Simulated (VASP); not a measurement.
Write the native input for VASP 6.6.1 that does the following.

| Quantity | Value |
| --- | --- |
| Task | single point |
| Functional | PBE-based screened hybrid with 50 % exact exchange |
| Potentials or basis | VASP PAW PBE potentials, release 64 (Ti_sv, C) |
| Cutoff | 520 eV |
| k mesh | 6 × 6 × 6 |
| Occupations | fermi-dirac, width 0.05 eV |
| Spin | no spin polarisation |
| Dipole correction | no |
| Grid for exact exchange (PRECFOCK) | Normal |
| Share of exact exchange | 0.5 |
| Further INCAR settings | ALGO = Normal; EDIFF = 1e-06; NBANDS = 15 |
| Screening parameter | 0.20787 1/Å |

Crystal: TiC.

```xyz
2
Lattice="0.0000 2.1657 2.1657 2.1657 0.0000 2.1657 2.1657 2.1657 0.0000" Properties=species:S:1:pos:R:3 pbc="T T T"
Ti    0.0000    0.0000    0.0000
C     2.1657    2.1657    2.1657
```

These files were run (other wordings do the same):

POSCAR

```
TiC
1.0
    0.0000000000      2.1657188437      2.1657188437
    2.1657188437      0.0000000000      2.1657188437
    2.1657188437      2.1657188437      0.0000000000
Ti C
1 1
Direct
    0.0000000000      0.0000000000      0.0000000000
    0.5000000000      0.5000000000      0.5000000000
```

INCAR.step1

```
ALGO     = Normal         # electronic algorithm
EDIFF    = 1E-5           # SCF threshold, eV
ENCUT    = 520            # plane-wave cutoff, eV
GGA      = PE             # functional
ISIF     = 2              # what is computed and relaxed
ISMEAR   = -1             # smearing method
LASPH    = T              # aspherical terms in the spheres
LCHARG   = F              # write CHGCAR
LREAL    = F              # projectors in reciprocal space
LWAVE    = T              # write WAVECAR
NBANDS   = 15             # bands
NELM     = 60             # most SCF steps
PREC     = Accurate       # precision mode
SIGMA    = 0.05           # smearing width, eV
```

INCAR.step2

```
AEXX     = 0.5            # exact-exchange fraction
ALGO     = Normal         # electronic algorithm
EDIFF    = 1E-6           # SCF threshold, eV
ENCUT    = 520            # plane-wave cutoff, eV
GGA      = PE             # functional
HFSCREEN = 0.2078699      # screening, 1/A
ISIF     = 2              # what is computed and relaxed
ISMEAR   = -1             # smearing method
ISTART   = 1            
LASPH    = T              # aspherical terms in the spheres
LCHARG   = F              # write CHGCAR
LHFCALC  = T              # exact exchange
LREAL    = F              # projectors in reciprocal space
LWAVE    = F              # write WAVECAR
NBANDS   = 15             # bands
NELM     = 60             # most SCF steps
PREC     = Accurate       # precision mode
PRECFOCK = Normal       
SIGMA    = 0.05           # smearing width, eV
```

KPOINTS

```
k-points
0
Gamma
  6 6 6
```

Potentials or basis: VASP PAW PBE potentials, release 64 (Ti_sv, C).

The run is started by

```sh
$ cat potpaw_PBE.64/Ti_sv/POTCAR potpaw_PBE.64/C/POTCAR > POTCAR
$ cp INCAR.step1 INCAR
$ mpirun -np 1 vasp_std > vasp.out
$ cp INCAR.step2 INCAR
$ mpirun -np 1 vasp_std > vasp.out
```

It gave:

```yaml
Pressure: -9.3 GPa
Band_gap_on_the_k_mesh: zero (bands 8 and 9 overlap by 2.60 eV)
```

Caveat: the k points lie up to 0.42 Å⁻¹ apart, too coarse for converged energies and pressures of a metal; the PAW data sets were made with another functional, which shifts forces and pressure a little.

Run time: 41 min on 1 thread of Intel Xeon 8259CL, on a shared host, peak memory 0.26 GiB.
